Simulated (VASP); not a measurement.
Write the native input for VASP 6.6.1 that does the following.

* Task: single point
* Functional: PBE
* Potentials or basis: VASP PAW PBE potentials, release 64 (Y_sv, Al, N)
* Cutoff: 520 eV
* k mesh: 6 × 6 × 2
* Occupations: gaussian, width 0.1 eV
* Spin: no spin polarisation
* Dipole correction: no
* Further INCAR settings: ALGO = Normal; EDIFF = 1e-06; NBANDS = 25

The structure of YAl2N3 lies in POSCAR:

```
YAl2N3
1.0
    3.2995159981      0.0000000000      0.0000000000
   -1.6497579991      2.8574646746      0.0000000000
    0.0000000000      0.0000000000      8.3177511854
Y Al N
1 2 3
Direct
    0.3333333333      0.6666666667      0.6669540428
    0.0000000000      0.0000000000      0.0197096050
    0.6666666667      0.3333333333      0.3193833932
    0.3333333333      0.6666666667      0.9474239271
    0.6666666667      0.3333333333      0.5471098870
    0.0000000000      0.0000000000      0.2494191450
```

One way to write it, as run:

INCAR

```
SYSTEM = YAl2N3
PREC = Accurate
ENCUT = 520
EDIFF = 1E-6
ISMEAR = 0
SIGMA = 0.1
LREAL = .FALSE.
LASPH = .TRUE.
NELM = 80
ALGO = Normal
ISIF = 2
LWAVE = .FALSE.
LCHARG = .FALSE.
GGA = PE
NBANDS = 25
```

KPOINTS

```
regular mesh
0
G
  6 6 2
  0 0 0
```

Potentials or basis: VASP PAW PBE potentials, release 64 (Y_sv, Al, N).

Launch:

```bash
$ cat potpaw_PBE.64/Y_sv/POTCAR potpaw_PBE.64/Al/POTCAR potpaw_PBE.64/N/POTCAR > POTCAR
$ mpirun -np 1 vasp_std > vasp.out
```

It gave:

The pressure is -0.5 GPa, the largest force is 0.036 eV/Å and the band gap on the k mesh is 2.09 eV, indirect (least direct gap 2.62 eV).

Run time: 24 s on 1 thread of Intel(R) Xeon(R) 6975P-C (Granite Rapids), with other jobs on the host, peak memory 0.23 GiB.
